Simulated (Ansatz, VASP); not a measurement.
## TaN in VASP and in Ansatz

INCAR

```
SYSTEM = TaN
  PREC = Accurate
  ENCUT = 520
  EDIFF = 1E-7
  ISMEAR = 0
  SIGMA = 0.15
  LREAL = .FALSE.
  LASPH = .TRUE.
  NELM = 60
  ALGO = Normal
  ISIF = 2
  LWAVE = .FALSE.
  LCHARG = .FALSE.
  GGA = PE
  NBANDS = 15
```

Contents of KPOINTS:

```
Automatic mesh
0
G
  24 24 24
  0 0 0
```

File POSCAR:

```
TaN
1.0
    0.0000000000      2.1423757347      2.2417642997
    2.1423757347      0.0000000000      2.2417642997
    2.1423757347      2.1423757347      0.0000000000
Ta N
1 1
Direct
    0.5000000000      0.5000000000      0.5000000000
    0.0000000000      0.0000000000      0.0000000000
```

Input for Ansatz:

```yaml
crystal:
  lattice:
    - [0.0, 2.1423757347, 2.2417642997]
    - [2.1423757347, 0.0, 2.2417642997]
    - [2.1423757347, 2.1423757347, 0.0]
  atoms:
    - { symbol: Ta, position: [0.5, 0.5, 0.5] }
    - { symbol: "N", position: [0.0, 0.0, 0.0] }
basis:
  ecutwfc: 420
kpoints:
  mp_grid: { grid: [24, 24, 24] }
hamiltonian:
  xc: pbe
scf:
  occupations: { method: gaussian, width: 0.15 }
output:
  forces: true
  stress: true
  eigenvalues: true
  write_density: true
  write_potential: true
  elf: true
  volumetric_format: npy
```

Change from the starting cell: strain -0.030 along x and y, +0.015 along z, atoms carried along.

Alike in both runs: task single point; functional PBE; k mesh 24 × 24 × 24; occupations gaussian, width 0.15 eV; no spin polarisation.

```csv
,VASP,Ansatz
version,VASP 6.6.1,Ansatz 0.2.0
potentials or method,"VASP PAW PBE potentials, release 64 (Ta_pv, N), cutoff 520 eV","scalar-relativistic, plane waves, PAW"
valence electrons in the cell,16,18
```

Ansatz gave:

* gap on the k mesh at the Fermi level (eV): none
* pressure (GPa): 18.7
* traceless stress, the component that is largest in VASP (GPa): -18.37

Problem. Which values does VASP return?

Solution. gap on the k mesh at the Fermi level (eV): none; pressure (GPa): 19.7; traceless stress, the component that is largest in VASP (GPa): -18.50.

A gap of «none» marks a metal or a gap that the smearing closes. The functional is the same, so the differences come from potentials, cutoffs and numerics. VASP's potentials hold 16 valence electrons a cell and Ansatz's 18, so a difference there can come from the potentials and not from the codes.

Spin-orbit coupling is off throughout.
